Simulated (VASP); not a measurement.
ZnSe (Stilleite):

```
Se Zn
1.0
     0.00000    2.88938    2.88938
     2.88938    0.00000    2.88938
     2.88938    2.88938    0.00000
Se Zn
1 1
Direct
  0.75000 0.75000 0.75000
  0.00000 0.00000 0.00000
```

Base run:

| Quantity | Value |
| --- | --- |
| Program | VASP 6.6.1 |
| Functional | revPBE |
| Potentials or basis | VASP PAW PBE potentials, release 64 (Se, Zn) |
| Cutoff | 520 eV |
| k mesh | 8 × 8 × 8 |
| Occupations | fermi-dirac, width 0.05 eV |
| Spin | no spin polarisation |

Its results: band gap on the k mesh 1.18 eV, direct; pressure 0.4 GPa.

The run is repeated on the same cell with these changes: functional from revPBE to BLYP; dispersion from none to D3(BJ). What comes out?

Band gap on the k mesh 1.03 eV, direct; pressure -3.2 GPa.

Several settings changed at once, so the effect can't be laid on one alone.

Caveats: the PAW data sets were made with another functional, which shifts forces and pressure a little.

